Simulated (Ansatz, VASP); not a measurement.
# BN: VASP beside Ansatz

INCAR

```
SYSTEM = BN
ALGO = Normal
EDIFF = 1E-6
ENCUT = 600
GGA = PE
GGA_COMPAT = .False.
ISIF = 2
ISMEAR = 0
LASPH = .True.
LCHARG = .False.
LREAL = .False.
LWAVE = .False.
NBANDS = 11
NELM = 120
PREC = Accurate
SIGMA = 0.05
```

Contents of KPOINTS:

```
k-points
0
Gamma
  12 12 12
  0 0 0
```

POSCAR

```
BN
1.0
    0.0000000000      1.8567841475      1.8567841475
    1.8567841475      0.0000000000      1.8567841475
    1.9075362475      1.9075362475     -0.0507521000
B N
1 1
Direct
    0.0000000000      0.0000000000      0.0000000000
    0.7500000000      0.7500000000      0.7500000000
```

Input for Ansatz:

```yaml
crystal:
  lattice:
    - [0.0, 1.8567841475, 1.8567841475]
    - [1.8567841475, 0.0, 1.8567841475]
    - [1.9075362475, 1.9075362475, -0.0507521]
  atoms:
    - { symbol: B, position: [0.0, 0.0, 0.0] }
    - { symbol: "N", position: [0.75, 0.75, 0.75] }
basis:
  ecutwfc: 520.0
kpoints:
  mp_grid: { grid: [12, 12, 12] }
hamiltonian:
  xc: pbe
  pseudopotentials: { kind: paw, azcp: { folder: soft_1 } }
scf:
  occupations: { method: gaussian, width: 0.05 }
output:
  forces: true
  stress: true
  eigenvalues: true
```

Alike in both runs: task single point; functional PBE; k mesh 12 × 12 × 12; occupations gaussian, width 0.05 eV; no spin polarisation.

|  | VASP | Ansatz |
| --- | --- | --- |
| version | VASP 6.6.1 | Ansatz 0.2.0 |
| potentials or method | VASP PAW PBE potentials, release 64 (B, N), cutoff 600 eV | scalar-relativistic, plane waves, PAW |
| valence electrons in the cell | 8 | 8 |

```csv
,VASP,Ansatz,Ansatz less VASP
gap on the k mesh at the Fermi level (eV),4.23,4.24,+0.004
least direct gap on the mesh (eV),7.05,7.05,-0.004
rms of the force components (eV/Å),0.128,0.132,+0.0037
```

Atom by atom the forces differ by 0.004 eV/Å (rms over components).
